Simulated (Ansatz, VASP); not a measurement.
**CdH6 in VASP and in Ansatz**

Contents of INCAR:

```
PREC = Accurate
ENCUT = 520
EDIFF = 1E-7
ISMEAR = 0
SIGMA = 0.1
LREAL = F
LASPH = T
NELM = 100
ALGO = Normal
ISIF = 2
LWAVE = F
LCHARG = F
GGA = PE
NBANDS = 18
```

File KPOINTS:

```
Automatic mesh
0
Gamma
  2 2 2
```

File POSCAR:

```
CdH6
1.0
    5.9663094078      0.0000000000      0.0000000000
    0.0000000000      5.9663094078      0.0000000000
    0.0000000000      0.0000000000      5.9663094078
Cd H
1 6
Direct
    0.0000000000      0.0000000000      0.0000000000
    0.0628808557      0.5000000000      0.5000000000
    0.5000000000      0.0628808557      0.5000000000
    0.9371191443      0.5000000000      0.5000000000
    0.5000000000      0.9371191443      0.5000000000
    0.5000000000      0.5000000000      0.0628808557
    0.5000000000      0.5000000000      0.9371191443
```

Input for Ansatz:

```yaml
crystal:
  lattice:
    - [5.9663094078, 0.0, 0.0]
    - [0.0, 5.9663094078, 0.0]
    - [0.0, 0.0, 5.9663094078]
  atoms:
    - { symbol: Cd, position: [0.0, 0.0, 0.0] }
    - { symbol: H, position: [0.0628808557, 0.5, 0.5] }
    - { symbol: H, position: [0.5, 0.0628808557, 0.5] }
    - { symbol: H, position: [0.9371191443, 0.5, 0.5] }
    - { symbol: H, position: [0.5, 0.9371191443, 0.5] }
    - { symbol: H, position: [0.5, 0.5, 0.0628808557] }
    - { symbol: H, position: [0.5, 0.5, 0.9371191443] }
basis:
  ecutwfc: 420
kpoints:
  mp_grid: { grid: [2, 2, 2] }
hamiltonian:
  xc: pbe
scf:
  occupations: { method: gaussian, width: 0.1 }
  lower_state_search: "off"
output:
  forces: true
  stress: true
  eigenvalues: true
```

Alike in both runs: task single point; functional PBE; k mesh 2 × 2 × 2; occupations gaussian, width 0.1 eV; no spin polarisation.

|  | VASP | Ansatz |
| --- | --- | --- |
| version | VASP 6.6.1 | Ansatz 0.2.0 |
| potentials or method | VASP PAW PBE potentials, release 64 (Cd, H), cutoff 520 eV | scalar-relativistic, plane waves, PAW |
| valence electrons in the cell | 18 | 26 |

Ansatz gave:

| Property | Result |
| --- | --- |
| gap on the k mesh at the Fermi level (eV) | 3.77 |
| least direct gap on the mesh (eV) | 3.77 |
| pressure (GPa) | 0.0 |
| rms of the force components (eV/Å) | 0.001 |

Problem. Which values does VASP return?

Solution. gap on the k mesh at the Fermi level (eV): 3.77; least direct gap on the mesh (eV): 3.77; pressure (GPa): 0.0; rms of the force components (eV/Å): 0.007.

Atom by atom the forces differ by 0.006 eV/Å (rms over components). With one functional, cell and mesh, what is left measures potentials, basis and numerics. VASP's potentials hold 18 valence electrons a cell and Ansatz's 26, so a difference there can come from the potentials and not from the codes.

The k mesh is coarse, so the values compare programs but aren't converged.
